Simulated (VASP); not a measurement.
Input of a VASP 6.6.1 run:

INCAR

```
PREC = Accurate ; ENCUT = 500
EDIFF = 1E-7 ; ISMEAR = 0
SIGMA = 0.01 ; LREAL = False
LASPH = True ; NELM = 120
ALGO = Normal ; ISIF = 3
LWAVE = False ; LCHARG = False
GGA = PS ; IBRION = 2
NSW = 100 ; EDIFFG = -0.002
PSTRESS = 70.0 ; GGA_COMPAT = False
NELMIN = 4
```

Contents of KPOINTS:

```
Automatic mesh
0
Gamma
  8 8 8
```

The input POSCAR:

```
AlAs
1.0
    0.0000000000      2.8373321420      2.8373321420
    2.8373321420      0.0000000000      2.8373321420
    2.8373321420      2.8373321420      0.0000000000
Al As
1 1
Direct
    0.0000000000      0.0000000000      0.0000000000
    0.7500000000      0.7500000000      0.7500000000
```

Potentials or basis: VASP PAW PBE potentials, release 64 (Al, As).

Launch:

```console
$ cat potpaw_PBE.64/Al/POTCAR potpaw_PBE.64/As/POTCAR > POTCAR
$ mpirun -np 1 vasp_std > vasp.out
```

(1) What does it give for the relaxed volume?

(2) What does it give for the relaxed cell?

Results:

(1) 21.13 Å³/atom.

(2) a = 3.910 Å, b = 3.910 Å, c = 3.910 Å, α = 60.00°, β = 60.00°, γ = 60.00°.

Caveat: the cell is relaxed towards a set pressure, so the enthalpy falls and the energy may rise; the PAW data sets were made with another functional, which shifts forces and pressure a little.
